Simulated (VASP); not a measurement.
BP:

```
B P
1.0
     3.21420    0.00000    0.00000
    -1.60710    2.78358    0.00000
     0.00000    0.00000    9.86536
B P
2 2
Cartesian
  0.0000 1.8557 2.4663
  1.6071 0.9279 7.3990
  1.6071 0.9279 2.4663
  0.0000 1.8557 7.3990
```

| Item | Value |
| --- | --- |
| Program | VASP 6.6.1 |
| Task | relaxation of cell and atoms |
| Functional | LDA |
| Potentials or basis | VASP PAW LDA potentials, release 64 (B, P) |
| Cutoff | 600 eV |
| k mesh | 12 × 12 × 2 |
| Occupations | fermi-dirac, width 0.02 eV |
| Spin | no spin polarisation |

At the start: pressure -3.0 GPa; volume 22.07 Å³/atom.

**Question.** How do energy, volume and symmetry change on relaxing?

**Answer.** Over 14 steps the energy falls by 22.1 meV/atom and the volume is 17.22 Å³/atom (-22.0 %); space group P6_3/mmc (No. 194, to 0.05 Å).

The path:
| step | energy change (eV) | largest force (eV/Å) | pressure (GPa) | volume (Å³) |
| --- | --- | --- | --- | --- |
| 1 | 0.0000 | 0.0000 | -2.98 | 88.27 |
| 2 | 0.0369 | 0.0000 | 4.69 | 83.11 |
| 3 | -0.0265 | 0.0000 | -0.20 | 86.20 |
| 4 | -0.0265 | 0.0000 | -0.15 | 86.16 |
| 5 | -0.0274 | 0.0000 | -0.14 | 85.89 |
| 6 | -0.0304 | 0.0000 | -0.16 | 85.06 |
| 7 | -0.0368 | 0.0000 | -0.17 | 83.40 |
| 8 | -0.0509 | 0.0000 | -0.18 | 80.08 |
| 9 | -0.0793 | 0.0000 | -0.11 | 73.44 |
| 10 | -0.0574 | 0.0000 | 0.93 | 60.16 |
| 11 | -0.0883 | 0.0000 | 0.17 | 68.29 |
| 12 | -0.0884 | 0.0000 | 0.12 | 68.83 |
| 13 | -0.0639 | 0.0000 | -3.42 | 70.13 |
| 14 | -0.0885 | 0.0000 | 0.00 | 68.88 |

Final structure:
```yaml
crystal:
  lattice:
    - [3.17919, 0.00000, 0.00000]
    - [-1.58960, 2.75326, 0.00000]
    - [0.00000, 0.00000, 7.86866]
  atoms:
    - { symbol: B, position: [0.33333, 0.66667, 0.25000] }
    - { symbol: B, position: [0.66667, 0.33333, 0.75000] }
    - { symbol: P, position: [0.66667, 0.33333, 0.25000] }
    - { symbol: P, position: [0.33333, 0.66667, 0.75000] }
```

Caveat: the volume moved by over 15 % at a fixed basis, so the end points are rough.
